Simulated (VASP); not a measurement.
# Al4Co (Pm-3m) in VASP: further runs, part 2 of 3

VASP 6.6.1. Earlier steps stand in the parts before.

### Step 3. Single point, PBE

This run uses another cell than the first one, of 18.31 Å³/atom, 1.282 times its volume.

File INCAR:

```
PREC = Accurate
ENCUT = 520
EDIFF = 1E-7
ISMEAR = 0
SIGMA = 0.1
LREAL = F
LASPH = T
NELM = 100
ALGO = Normal
ISIF = 2
LWAVE = F
LCHARG = F
GGA = PE
NBANDS = 18
```

File KPOINTS:

```
Automatic mesh
0
Gamma
  8 8 8
```

File POSCAR:

```
Al4Co
1.0
    4.5065835923      0.0000000000      0.0000000000
    0.0000000000      4.5065835923      0.0000000000
    0.0000000000      0.0000000000      4.5065835923
Al Co
4 1
Direct
    0.5000000000      0.0000000000      0.0000000000
    0.0000000000      0.5000000000      0.0000000000
    0.0000000000      0.0000000000      0.5000000000
    0.5000000000      0.5000000000      0.5000000000
    0.0000000000      0.0000000000      0.0000000000
```

Potentials or basis: VASP PAW PBE potentials, release 64 (Al, Co).

Launch:

```bash
$ cat potpaw_PBE.64/Al/POTCAR potpaw_PBE.64/Co/POTCAR > POTCAR
$ mpirun -np 1 vasp_std > vasp.out
```

OUTCAR:

```text
PREC = Accurate
   ENCUT = 520
   EDIFF = 1E-7
   ISMEAR = 0
   LREAL = F
   LASPH = T
   NELM = 100
   ISIF = 2
   GGA = PE

 ion  position               nearest neighbor table
   1  0.500  0.000  0.000-   5 2.25   5 2.25   4 3.19   2 3.19   3 3.19   4 3.19   2 3.19   4 3.19
                             4 3.19   2 3.19   3 3.19   3 3.19   3 3.19   2 3.19
   2  0.000  0.500  0.000-   5 2.25   5 2.25   4 3.19   1 3.19   3 3.19   4 3.19   1 3.19   3 3.19
                             3 3.19   3 3.19   1 3.19   4 3.19   4 3.19   1 3.19
   3  0.000  0.000  0.500-   5 2.25   5 2.25   4 3.19   1 3.19   1 3.19   2 3.19   2 3.19   2 3.19
                             4 3.19   2 3.19   1 3.19   4 3.19   1 3.19   4 3.19
   4  0.500  0.500  0.500-   1 3.19   2 3.19   3 3.19   1 3.19   2 3.19   1 3.19   3 3.19   1 3.19
                             2 3.19   3 3.19   2 3.19   3 3.19
   5  0.000  0.000  0.000-   1 2.25   2 2.25   3 2.25   3 2.25   2 2.25   1 2.25

  LATTYP: Found a simple cubic cell.
 ALAT       =     4.5065835923

  Lattice vectors:

 A1 = (   4.5065835923,   0.0000000000,   0.0000000000)
 A2 = (   0.0000000000,   4.5065835923,   0.0000000000)
 A3 = (   0.0000000000,   0.0000000000,   4.5065835923)

Analysis of symmetry for initial positions (statically):
=====================================================================
 Subroutine PRICEL returns:
 Original cell was already a primitive cell.

 Routine SETGRP: Setting up the symmetry group for a
 simple cubic supercell.

 Subroutine GETGRP returns: Found 48 space group operations
 (whereof 48 operations were pure point group operations)
 out of a pool of 48 trial point group operations.

The static configuration has the point symmetry O_h .

Analysis of symmetry for dynamics (positions and initial velocities):
=====================================================================
 Subroutine PRICEL returns:
 Original cell was already a primitive cell.

 Routine SETGRP: Setting up the symmetry group for a
 simple cubic supercell.

 Subroutine GETGRP returns: Found 48 space group operations
 (whereof 48 operations were pure point group operations)
 out of a pool of 48 trial point group operations.

The dynamic configuration has the point symmetry O_h .

 Subroutine INISYM returns: Found 48 space group operations
 (whereof 48 operations are pure point group operations),
 and found     1 'primitive' translations

----------------------------------------------------------------------------------------

                                     Primitive cell

  volume of cell :      91.5255

  direct lattice vectors                    reciprocal lattice vectors
     4.506583592  0.000000000  0.000000000     0.221897582  0.000000000  0.000000000
     0.000000000  4.506583592  0.000000000     0.000000000  0.221897582  0.000000000
     0.000000000  0.000000000  4.506583592     0.000000000  0.000000000  0.221897582

  length of vectors
     4.506583592  4.506583592  4.506583592     0.221897582  0.221897582  0.221897582

  position of ions in fractional coordinates (direct lattice)
     0.500000000  0.000000000  0.000000000
     0.000000000  0.500000000  0.000000000
     0.000000000  0.000000000  0.500000000
[... 31 lines left out ...]

 Subroutine IBZKPT returns following result:
 ===========================================

 Found     35 irreducible k-points:

 Following reciprocal coordinates:
            Coordinates               Weight
  0.000000  0.000000  0.000000      1.000000
  0.125000  0.000000  0.000000      6.000000
  0.250000  0.000000  0.000000      6.000000
  0.375000  0.000000  0.000000      6.000000
  0.500000  0.000000  0.000000      3.000000
  0.125000  0.125000  0.000000     12.000000
[... 16 lines left out ...]
  0.375000  0.375000  0.125000     24.000000
  0.500000  0.375000  0.125000     24.000000
 [... further k-points ...]
   k-points           NKPTS =     35   k-points in BZ     NKDIM =     35   number of bands    NBANDS=     18
   number of dos      NEDOS =    301   number of ions     NIONS =      5
   total plane-waves  NPLWV =  46656
   dimension x,y,z NGX =    36 NGY =   36 NGZ =   36
   dimension x,y,z NGXF=    72 NGYF=   72 NGZF=   72
   ions per type =               4   1
   NGX,Y,Z   is equivalent  to a cutoff of  13.28, 13.28, 13.28 a.u.
   NGXF,Y,Z  is equivalent  to a cutoff of  26.56, 26.56, 26.56 a.u.
 SYSTEM =  unknown system
   PREC   = accura    normal or accurate (medium, high low for compatibility)
   ISTART =      0    job   : 0-new  1-cont  2-samecut
   ICHARG =      2    charge: 1-file 2-atom 10-const
   ISPIN  =      1    spin polarized calculation?
   LNONCOLLINEAR =      F non collinear calculations
   LSORBIT =      F    spin-orbit coupling
   LASPH  =      T    aspherical Exc in radial PAW
   ENCUT  =  520.0 eV  38.22 Ry    6.18 a.u.   8.38  8.38  8.38*2*pi/ulx,y,z
   NELM   =    100;   NELMIN=  2; NELMDL= -5     # of ELM steps
   EDIFF  = 0.1E-06   stopping-criterion for ELM
   LREAL  =      F    real-space projection
   EDIFFG = 0.1E-05   stopping-criterion for IOM
   NSW    =      0    number of steps for IOM
   IBRION =     -1    ionic relax: 0-MD 1-quasi-New 2-CG
   NFREE  =      0    steps in history (QN), initial steepest desc. (CG)
   ISIF   =      2    stress and relaxation
   ISYM   =      2    0-nonsym 1-usesym 2-fastsym
   POTIM  = 0.5000    time-step for ionic-motion
   TEBEG  =    0.0;   TEEND  =   0.0 temperature during run
   PSTRESS=    0.0 pullay stress
   NELECT =      21.0000    total number of electrons
   NUPDOWN=      -1.0000    fix difference up-down
   EMIN   =  10.00;   EMAX   =-10.00  energy-range for DOS
   EFERMI =   0.00;   METHOD = LEGACY
   ISMEAR =     0;   SIGMA  =   0.10  broadening in eV -4-tet -1-fermi 0-gaus
   EFERMI_NEDOS =   21; number of points for ismear=-14 and -15
   IALGO  =     38    algorithm
   IMIX   =      4    mixing-type and parameters
     AMIX     =   0.40;   BMIX     =  1.00
     AMIX_MAG =   1.60;   BMIX_MAG =  1.00
  volume/ion in A,a.u.               =      18.31       123.53
  Fermi-wavevector in a.u.,A,eV,Ry     =   1.002229  1.893939 13.666561  1.004464
  Thomas-Fermi vector in A             =   2.134703
   LORBIT       =      0    0 simple, 1 ext, 2 COOP (PROOUT), +10 PAW based schemes
   GGA     = PE    functional components
   LHFCALC =     F    Hartree Fock is set to
   AEXX    =    0.0000 exact exchange contribution
   IVDW    =     0    specifies the selected vdW correction
   LEPSILON=     F    determine dielectric tensor
   LRPA    =     F    only Hartree local field effects (RPA)
 non-spin polarized calculation
 Gauss-broadening in eV      SIGMA  =   0.10
  energy-cutoff  :      520.00
  volume of cell :       91.53
 maximum number of plane-waves:      2517
 NGX is ok and might be reduce to    36
   NGX = 17   NGY = 17   NGZ = 17

 number of electron      20.9999990 magnetization

 Free energy of the ion-electron system (eV)
  ---------------------------------------------------
  ext. energy  EPLUGINS =         0.00000000
  ---------------------------------------------------
  free energy    TOTEN  =       -21.71486100 eV

  energy without entropy =      -21.70142378  energy(sigma->0) =      -21.70814239

 E-fermi :   6.4327     XC(G=0):  -9.8266

 val. band max:        6.4134309986   @ k =   0.5000   0.3750   0.1250
 cond. band min:       6.4801947801   @ k =   0.2500   0.2500   0.0000
 fundamental gap:      0.0667637815
 Fermi energy:         6.4326776874

 k-point     1 :       0.0000    0.0000    0.0000
  band No.  band energies     occupation
      1      -3.1479      2.00000
      2       2.7026      2.00000
      3       2.7026      2.00000
      4       3.7838      2.00000
      5       3.7838      2.00000
      6       3.7838      2.00000
[... 481 lines left out ...]
      5       3.7329      2.00000
      6       3.9842      2.00000
[... 10 lines left out ...]
     17      10.8276      0.00000
     18      12.2030      0.00000

 [... further k-points ...]
[... 5 lines left out ...]
  --------------------------------------------------------------------------------------
  -------------------------------------------------------------------------------------
  Total       -0.0598726     -0.0598726     -0.0598726     -0.0000000     -0.0000000      0.0000000
  in kB       -1.0480842     -1.0480842     -1.0480842     -0.0000000     -0.0000000      0.0000000
  external PRESSURE =      -1.0480842 kB  Pullay stress =       0.0000000 kB

 VOLUME and BASIS-vectors are now :
 -----------------------------------------------------------------------------
  energy-cutoff  :      520.00
  volume of cell :       91.53
      direct lattice vectors                 reciprocal lattice vectors
     4.506583592  0.000000000  0.000000000     0.221897582  0.000000000  0.000000000
     0.000000000  4.506583592  0.000000000     0.000000000  0.221897582  0.000000000
     0.000000000  0.000000000  4.506583592     0.000000000  0.000000000  0.221897582

 POSITION                                       TOTAL-FORCE (eV/Angst)
 -----------------------------------------------------------------------------------
      2.25329      0.00000      0.00000         0.000000      0.000000      0.000000
      0.00000      2.25329      0.00000         0.000000      0.000000      0.000000
      0.00000      0.00000      2.25329         0.000000      0.000000      0.000000
      2.25329      2.25329      2.25329         0.000000      0.000000      0.000000
      0.00000      0.00000      0.00000         0.000000      0.000000      0.000000
 -----------------------------------------------------------------------------------
    total drift:                                0.000000     -0.000000     -0.000000

  FREE ENERGIE OF THE ION-ELECTRON SYSTEM (eV)
  ---------------------------------------------------
  free  energy   TOTEN  =       -21.7148609953 eV

  energy  without entropy=      -21.7014237823  energy(sigma->0) =      -21.70814239
```

Wall time 29 s (1 thread of Intel Xeon Platinum 8488C (Sapphire Rapids), shared host); peak memory 0.22 GiB.

Results:

```yaml
Free_energy: -21.7149 eV
Pressure: -0.1 GPa
```

### Step 4. Single point, PBE, collinear spin, ferromagnetic start

This run uses another cell than the first one, of 18.26 Å³/atom, 1.279 times its volume.

File INCAR:

```
SYSTEM = Al4Co
PREC = Accurate
ENCUT = 520
EDIFF = 1E-6
ISMEAR = 0
SIGMA = 0.1
LREAL = .FALSE.
LASPH = .TRUE.
NELM = 150
ALGO = Fast
ISIF = 2
LWAVE = .FALSE.
LCHARG = .FALSE.
ISPIN = 2
MAGMOM = 0 0 0 0 3
LORBIT = 11
LMAXMIX = 4
GGA = PE
NBANDS = 22
```

File KPOINTS:

```
regular mesh
0
G
  4 4 4
  0 0 0
```

Edit POSCAR of step 3 so:

```diff
@@ -2,5 +2,5 @@
 1.0
-    4.5065835923      0.0000000000      0.0000000000
-    0.0000000000      4.5065835923      0.0000000000
-    0.0000000000      0.0000000000      4.5065835923
+    4.5032467693      0.0000000000      0.0000000000
+    0.0000000000      4.5032467693      0.0000000000
+    0.0000000000      0.0000000000      4.5032467693
 Al Co
```

Potentials or basis: VASP PAW PBE potentials, release 64 (Al, Co).

Launch:

```bash
$ cat potpaw_PBE.64/Al/POTCAR potpaw_PBE.64/Co/POTCAR > POTCAR
$ mpirun -np 1 vasp_std > vasp.out
```

OUTCAR:

```text
SYSTEM = Al4Co
   PREC = Accurate
   ENCUT = 520
   EDIFF = 1E-6
   ISMEAR = 0
   LREAL = .FALSE.
   LASPH = .TRUE.
   NELM = 150
   ISIF = 2
   ISPIN = 2
   LORBIT = 11
   GGA = PE

 ion  position               nearest neighbor table
   1  0.500  0.000  0.000-   5 2.25   5 2.25   4 3.18   2 3.18   3 3.18   4 3.18   2 3.18   4 3.18
                             4 3.18   2 3.18   3 3.18   3 3.18   3 3.18   2 3.18
   2  0.000  0.500  0.000-   5 2.25   5 2.25   4 3.18   1 3.18   3 3.18   4 3.18   1 3.18   3 3.18
                             3 3.18   3 3.18   1 3.18   4 3.18   4 3.18   1 3.18
   3  0.000  0.000  0.500-   5 2.25   5 2.25   4 3.18   1 3.18   1 3.18   2 3.18   2 3.18   2 3.18
                             4 3.18   2 3.18   1 3.18   4 3.18   1 3.18   4 3.18
   4  0.500  0.500  0.500-   1 3.18   2 3.18   3 3.18   1 3.18   2 3.18   1 3.18   3 3.18   1 3.18
                             2 3.18   3 3.18   2 3.18   3 3.18
   5  0.000  0.000  0.000-   1 2.25   2 2.25   3 2.25   3 2.25   2 2.25   1 2.25

  LATTYP: Found a simple cubic cell.
 ALAT       =     4.5032467693

[... 706 lines left out ...]
  -------------------------------------------------------------------------------------
  Total        0.0205093      0.0205093      0.0205093     -0.0000000     -0.0000000      0.0000000
  in kB        0.3598187      0.3598187      0.3598187     -0.0000000     -0.0000000      0.0000000
  external PRESSURE =       0.3598187 kB  Pullay stress =       0.0000000 kB

 VOLUME and BASIS-vectors are now :
 -----------------------------------------------------------------------------
  energy-cutoff  :      520.00
  volume of cell :       91.32
      direct lattice vectors                 reciprocal lattice vectors
     4.503246769  0.000000000  0.000000000     0.222062004  0.000000000  0.000000000
     0.000000000  4.503246769  0.000000000     0.000000000  0.222062004  0.000000000
     0.000000000  0.000000000  4.503246769     0.000000000  0.000000000  0.222062004

 POSITION                                       TOTAL-FORCE (eV/Angst)
 -----------------------------------------------------------------------------------
      2.25162      0.00000      0.00000         0.000000      0.000000      0.000000
      0.00000      2.25162      0.00000         0.000000      0.000000      0.000000
      0.00000      0.00000      2.25162         0.000000      0.000000      0.000000
      2.25162      2.25162      2.25162         0.000000      0.000000      0.000000
      0.00000      0.00000      0.00000         0.000000      0.000000      0.000000
 -----------------------------------------------------------------------------------
    total drift:                                0.000000     -0.000000     -0.000000

  FREE ENERGIE OF THE ION-ELECTRON SYSTEM (eV)
  ---------------------------------------------------
  free  energy   TOTEN  =       -21.6974220608 eV

  energy  without entropy=      -21.6850727056  energy(sigma->0) =      -21.69124738

 total charge

# of ion       s       p       d       tot
------------------------------------------
    1        0.453   0.330   0.000   0.784
    2        0.453   0.330   0.000   0.784
    3        0.453   0.330   0.000   0.784
    4        0.547   0.197   0.000   0.744
    5        0.542   0.601   7.613   8.756
--------------------------------------------------
tot          2.450   1.789   7.613  11.851

 magnetization (x)

# of ion       s       p       d       tot
------------------------------------------
    1       -0.000   0.000   0.000   0.000
    2       -0.000   0.000   0.000   0.000
    3       -0.000   0.000   0.000   0.000
    4       -0.000  -0.000   0.000  -0.000
    5       -0.000   0.000  -0.000  -0.000
--------------------------------------------------
tot         -0.000   0.000  -0.000  -0.000
```

It took 29 s on 1 thread of Intel Xeon Platinum 8488C (Sapphire Rapids), shared host; peak memory 0.24 GiB.

Results:

| Property | Result |
| --- | --- |
| Free energy | -21.6974 eV |
| Pressure | 0.0 GPa |
| Net moment | 0.00 μB per cell |
| Valence electrons inside the program's atomic spheres | Al 0.78, 0.74; Co 8.76 |

Caveat: the starting moments collapsed, and a magnetic state may lie lower.

### Step 5. Relaxation of cell and atoms, PBE, collinear spin, ferromagnetic start

File INCAR:

```
SYSTEM = Al4Co
PREC = Accurate ; ENCUT = 600
EDIFF = 1E-7 ; ISMEAR = 0
SIGMA = 0.1 ; LREAL = .False.
LASPH = .True. ; NELM = 150
ALGO = Normal ; ISIF = 3
LWAVE = .False. ; LCHARG = .False.
ISPIN = 2 ; MAGMOM = 0 0 0 0 3
LORBIT = 11 ; LMAXMIX = 4
GGA = PE ; IBRION = 2
NSW = 90 ; EDIFFG = -0.04
```

File KPOINTS:

```
regular mesh
0
Gamma
  4 4 4
  0 0 0
```

Edit POSCAR of step 4 so:

```diff
@@ -2,5 +2,5 @@
 1.0
-    4.5032467693      0.0000000000      0.0000000000
-    0.0000000000      4.5032467693      0.0000000000
-    0.0000000000      0.0000000000      4.5032467693
+    4.1489713400      0.0000000000      0.0000000000
+    0.0000000000      4.1489713400      0.0000000000
+    0.0000000000      0.0000000000      4.1489713400
 Al Co
```

Launch:

```bash
$ cat potpaw_PBE.64/Al/POTCAR potpaw_PBE.64/Co/POTCAR > POTCAR
$ mpirun -np 1 vasp_std > vasp.out
```

Wall time 74 s (1 thread of Intel Xeon Platinum 8488C (Sapphire Rapids), shared host); peak memory 0.24 GiB.

It converged, with:

- Free energy: -21.6959 eV
- Relaxed volume: 18.27 Å³/atom
- Relaxed cell: a = 4.504 Å, b = 4.504 Å, c = 4.504 Å, α = 90.00°, β = 90.00°, γ = 90.00°
- Space group after relaxing (to 0.05 Å): Pm-3m (No. 221)
- Energy gained by relaxing: 309.2 meV/atom
- Ionic steps: 3
- Pressure after relaxing: 0.0 GPa
- Net moment: 0.00 μB per cell
- Valence electrons inside the program's atomic spheres: Al 0.78, 0.74; Co 8.76

The path:
```csv
step,energy change (eV),largest force (eV/Å),pressure (GPa),volume (Å³)
1,0.0000,0.0000,29.74,71.42
2,-1.2807,0.0000,-6.92,102.48
3,-1.5462,0.0000,-0.01,91.36
```

Final structure:
```xyz
5
Lattice="4.5038 0.0000 0.0000 0.0000 4.5038 0.0000 0.0000 0.0000 4.5038" Properties=species:S:1:pos:R:3 pbc="T T T"
Al    2.2519    0.0000    0.0000
Al    0.0000    2.2519    0.0000
Al    0.0000    0.0000    2.2519
Al    2.2519    2.2519    2.2519
Co    0.0000    0.0000    0.0000
```

Levels at points of the mesh, in eV from the Fermi level:
Spin up:
```tsv
k point	band 6	band 7	band 8	band 9	band 10	band 11	band 12	band 13	band 14	band 15
(0.00, 0.00, 0.00)	-2.65	-2.43	-1.79	-1.79	-1.79	0.41	0.41	3.46	3.46	3.46
(0.50, 0.00, 0.00)	-2.37	-1.75	-1.19	-1.19	-0.96	0.41	0.54	0.62	0.62	1.76
(0.50, 0.50, 0.00)	-2.19	-2.17	-2.17	-1.45	0.11	1.07	1.43	1.43	2.26	2.44
(0.50, 0.50, 0.50)	-4.14	-4.14	-4.14	-2.17	-2.17	-0.54	-0.54	-0.54	8.47	8.58
```
Spin down:
| k point | band 8 | band 9 | band 10 | band 11 | band 12 | band 13 |
| --- | --- | --- | --- | --- | --- | --- |
| (0.00, 0.00, 0.00) | -1.79 | -1.79 | -1.79 | 0.41 | 0.41 | 3.46 |
| (0.50, 0.00, 0.00) | -1.19 | -1.19 | -0.96 | 0.41 | 0.54 | 0.62 |
| (0.50, 0.50, 0.00) | -2.17 | -1.45 | 0.11 | 1.07 | 1.43 | 1.43 |
| (0.50, 0.50, 0.50) | -4.14 | -2.17 | -2.17 | -0.54 | -0.54 | -0.54 |

Caveat: the k points lie up to 0.35 Å⁻¹ apart in the final cell; the starting moments collapsed, and a magnetic state may lie lower; the volume moved by over 15 % at a fixed basis, so the end points are rough.

(Continued in part 3 of 3.)
